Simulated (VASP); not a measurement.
Input of a VASP 6.6.1 run:

File POSCAR:

```
LiH
1.0
    0.0000000000      2.0023272762      2.0023272762
    2.0023272762      0.0000000000      2.0023272762
    2.0023272762      2.0023272762      0.0000000000
Li H
1 1
Direct
    0.0024970943      0.0024970943      0.0024970943
    0.5000000000      0.5000000000      0.5000000000
```

The input INCAR.step1:

```
ALGO = Normal
EDIFF = 1E-5
ENCUT = 830
GGA = PE
GGA_COMPAT = False
ISMEAR = 0
LASPH = True
LCHARG = False
LREAL = False
LWAVE = True
NBANDS = 9
NELM = 120
PREC = Accurate
SIGMA = 0.01
```

The input INCAR.step2:

```
ALGO = Normal
EDIFF = 1E-6
ENCUT = 830
GGA_COMPAT = False
ISIF = 2
ISMEAR = 0
ISTART = 1
LASPH = True
LCHARG = False
LMIXTAU = True
LREAL = False
LWAVE = False
METAGGA = R2SCAN
NBANDS = 9
NELM = 120
PREC = Accurate
SIGMA = 0.01
```

KPOINTS

```
k-points
0
Gamma
  10 10 10
```

Potentials or basis: VASP PAW PBE potentials, release 64 (Li_sv, H).

Launch:

```bash
$ cat potpaw_PBE.64/Li_sv/POTCAR potpaw_PBE.64/H/POTCAR > POTCAR
$ cp INCAR.step1 INCAR
$ mpirun -np 1 vasp_std > vasp.out
$ cp INCAR.step2 INCAR
$ mpirun -np 1 vasp_std > vasp.out
```

(1) What does it give for the band gap on the k mesh?

(2) Predict the pressure.

(3) What does it give for the largest force?

Results:

(1) 3.58 eV.

(2) -0.1 GPa.

(3) 0.008 eV/Å.

Caveat: the cell differs from its parent crystal (0.01, 0.01] A); the PAW data sets were made with another functional, which shifts forces and pressure a little.
